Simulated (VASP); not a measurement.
Crystal: Na2S.

```
S Na
1.0
     0.00000    3.25543    3.25543
     3.25543    0.00000    3.25543
     3.25543    3.25543    0.00000
S Na
1 2
Direct
  0.00000 0.00000 0.00000
  0.25000 0.25000 0.25000
  0.75000 0.75000 0.75000
```

Base run:

| Quantity | Value |
| --- | --- |
| Program | VASP 6.6.1 |
| Functional | r2SCAN50 |
| Potentials or basis | VASP PAW PBE potentials, release 64 (S, Na_pv) |
| Cutoff | 440 eV |
| k mesh | 4 × 4 × 4 |
| Occupations | gaussian, width 0.01 eV |
| Spin | no spin polarisation |

Its results: band gap on the k mesh 6.02 eV; pressure -0.7 GPa.

The run is repeated on the same cell with these changes: functional from r2SCAN50 to PBE-based screened hybrid with 10 % exact exchange; cutoff from 440 eV to 400 eV; share of exact exchange from 0.5 to 0.1. What comes out?

Band gap on the k mesh 3.04 eV; pressure 0.4 GPa.

Caveats: the structure was generated, so it needn't be the stable form of Na2S; the PAW data sets were made with another functional, which shifts forces and pressure a little.

